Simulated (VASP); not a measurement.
Fe: elastic constants with PBEsol

Fe:

```
Fe
1.0
     0.00000    1.94174    1.96511
     1.49844    0.00000    1.96511
     1.49844    1.94174    0.00000
Fe
1
Direct
  0.00000 0.00000 0.00000
```

| Item | Value |
| --- | --- |
| Program | VASP 6.6.1 |
| Task | elastic constants |
| Functional | PBEsol |
| Potentials or basis | VASP PAW PBE potentials, release 64 (Fe) |
| Cutoff | 600 eV |
| k mesh | 12 × 12 × 12 |
| Occupations | fermi-dirac, width 0.05 eV |
| Spin | collinear spin, ferromagnetic start |
| Starting moments | [3.0] μB |
| Dipole correction | no |
| Ions in elastic constants | relaxed |
| Further INCAR settings | ALGO = Normal; EDIFF = 1e-08; NBANDS = 14; IBRION = 6; POTIM = 0.015; NSW = 1; ISIF = 3 |

```json
{
 "Net moment": "2.24 μB per cell",
 "Site moments": "Fe +2.23 μB",
 "Valence electrons inside the program's atomic spheres": "Fe 7.26",
 "Voigt bulk modulus": "175 GPa"
}
```

Elastic tensor in Voigt notation (GPa, in the Cartesian axes of the cell as first typed):
```
208 145 132   0   0   0
145 293 116   0   0   0
132 116 289   0   0   0
  0   0   0  96   0   0
  0   0   0   0  82   0
  0   0   0   0   0 104
```

Clamped-ion elastic tensor (GPa):
```
208 145 132   0   0   0
145 293 116   0   0   0
132 116 289   0   0   0
  0   0   0  96   0   0
  0   0   0   0  82   0
  0   0   0   0   0 104
```

Wall time 39 min on 1 thread of Oxide Virtual Turin-like Processor (shared host), peak memory 0.34 GiB.

Caveat: the cell is under stress, which shifts elastic constants; the PAW data sets were made with another functional, which shifts forces and pressure a little.
